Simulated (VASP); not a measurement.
Crystal: SnO2.

```
Sn O
1.0
     3.23058    0.00000    0.00000
    -1.61529    2.79776    0.00000
     0.00000    0.00000   10.79056
Sn O
2 4
Cartesian
  0.0000 0.0000 5.3953
  0.0000 0.0000 0.0000
  1.6153 0.9326 4.3795
  1.6153 0.9326 1.0158
  0.0000 1.8652 6.4111
  0.0000 1.8652 9.7748
```

```yaml
Program: VASP 6.6.1
Task: relaxation of cell and atoms
Functional: PBE
Dispersion: D3(BJ)
Potentials_or_basis: VASP PAW PBE potentials, release 64 (Sn_d, O)
Cutoff: 600 eV
k_mesh: 9 × 9 × 4
Occupations: gaussian, width 0.02 eV
Spin: no spin polarisation
```

At the start: pressure -1.6 GPa; volume 16.25 Å³/atom.

**Question.** How do energy, volume and symmetry change on relaxing?

**Answer.** Over 16 steps the energy falls by 4.0 meV/atom and the volume is 15.26 Å³/atom (-6.1 %); space group P6_3/mmc (No. 194, to 0.05 Å).

The path:
```
step  energy change (eV)  largest force (eV/Å)  pressure (GPa)  volume (Å³)
   1              0.0000                0.0457           -1.61        97.53
   2              0.0018                0.2432            1.76        95.24
   3             -0.0057                0.0862           -0.09        96.45
   4             -0.0074                0.0741           -0.08        96.18
   5             -0.0118                0.0372           -0.06        95.35
   6             -0.0173                0.0348            0.01        93.71
   7             -0.0129                0.1780            0.34        90.45
   8             -0.0185                0.0584            0.13        92.89
   9             -0.0202                0.0593           -0.01        92.70
  10             -0.0230                0.0622           -0.41        92.11
  11             -0.0231                0.0634           -0.50        91.97
  12             -0.0238                0.0062            0.10        91.40
  13             -0.0238                0.0054            0.00        91.50
  14             -0.0238                0.0065           -0.01        91.50
  15             -0.0238                0.0056           -0.01        91.52
  16             -0.0239                0.0032            0.00        91.56
```

Final structure:
```xyz
6
Lattice="3.2144 0.0000 0.0000 -1.6072 2.7837 0.0000 0.0000 0.0000 10.2325" Properties=species:S:1:pos:R:3 pbc="T T T"
Sn    0.0000    0.0000    5.1163
Sn   -1.6072    2.7837    0.0000
O     1.6072    0.9279    4.0998
O     1.6072    0.9279    1.0164
O     0.0000    1.8558    6.1327
O     0.0000    1.8558    9.2161
```
